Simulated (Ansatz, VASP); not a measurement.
Two plane-wave programs on CuF

POSCAR

```
CuF
1.0
    3.5774718107      0.0000000000      0.0000000000
   -1.7887359054      3.0981814694      0.0000000000
    0.0000000000      0.0000000000      5.1822025092
Cu F
2 2
Direct
    0.3333333333      0.6666666667      0.2500000000
    0.6666666667      0.3333333333      0.7500000000
    0.6666666667      0.3333333333      0.2500000000
    0.3333333333      0.6666666667      0.7500000000
```

File INCAR.step1:

```
SYSTEM = CuF
PREC = Accurate ; ENCUT = 520
ISMEAR = -1 ; SIGMA = 0.02
LREAL = .FALSE. ; LASPH = .TRUE.
NELM = 80 ; NBANDS = 26
GGA = PE ; ALGO = Normal
EDIFF = 1E-4 ; LWAVE = .TRUE.
LCHARG = .FALSE.
```

The input INCAR.step2:

```
SYSTEM = CuF
PREC = Accurate ; ENCUT = 520
EDIFF = 1E-6 ; ISMEAR = -1
SIGMA = 0.02 ; LREAL = .FALSE.
LASPH = .TRUE. ; NELM = 80
ALGO = Normal ; ISIF = 2
LWAVE = .FALSE. ; LCHARG = .TRUE.
METAGGA = R2SCAN ; LMIXTAU = .TRUE.
LELF = .TRUE. ; LVHAR = .TRUE.
NBANDS = 26 ; ISTART = 1
```

File KPOINTS:

```
regular mesh
0
G
  9 9 4
  0 0 0
```

Input for Ansatz:

```yaml
crystal:
  lattice:
    - [3.5774718107, 0.0, 0.0]
    - [-1.7887359054, 3.0981814694, 0.0]
    - [0.0, 0.0, 5.1822025092]
  atoms:
    - { symbol: Cu, position: [0.3333333333, 0.6666666667, 0.25] }
    - { symbol: Cu, position: [0.6666666667, 0.3333333333, 0.75] }
    - { symbol: F, position: [0.6666666667, 0.3333333333, 0.25] }
    - { symbol: F, position: [0.3333333333, 0.6666666667, 0.75] }
kpoints:
  mp_grid: { grid: [9, 9, 4] }
hamiltonian:
  xc: r2scan
scf:
  occupations: { method: fermi_dirac, width: 0.02 }
  n_extra_bands: 5
output:
  forces: true
  stress: true
  eigenvalues: true
```

Alike in both runs: task single point; functional r2SCAN; k mesh 9 × 9 × 4; occupations fermi-dirac, width 0.02 eV; no spin polarisation.

|  | VASP | Ansatz |
| --- | --- | --- |
| version | VASP 6.6.1 | Ansatz 0.2.0 |
| potentials or method | VASP PAW PBE potentials, release 64 (Cu, F) | plane waves, PAW |
| plane-wave cutoff (eV) | 520 | 500 |
| valence electrons in the cell | 36 | 52 |

```tsv
	VASP	Ansatz	Ansatz less VASP
pressure (GPa)	-3.8	-3.9	-0.18
traceless stress, the component that is largest in VASP (GPa)	1.27	1.62	+0.345
```

VASP's potentials were made for PBE, not for r2SCAN. With one functional, cell and mesh, what is left measures potentials, basis and numerics. VASP's potentials hold 36 valence electrons a cell and Ansatz's 52, so a difference there can come from the potentials and not from the codes.
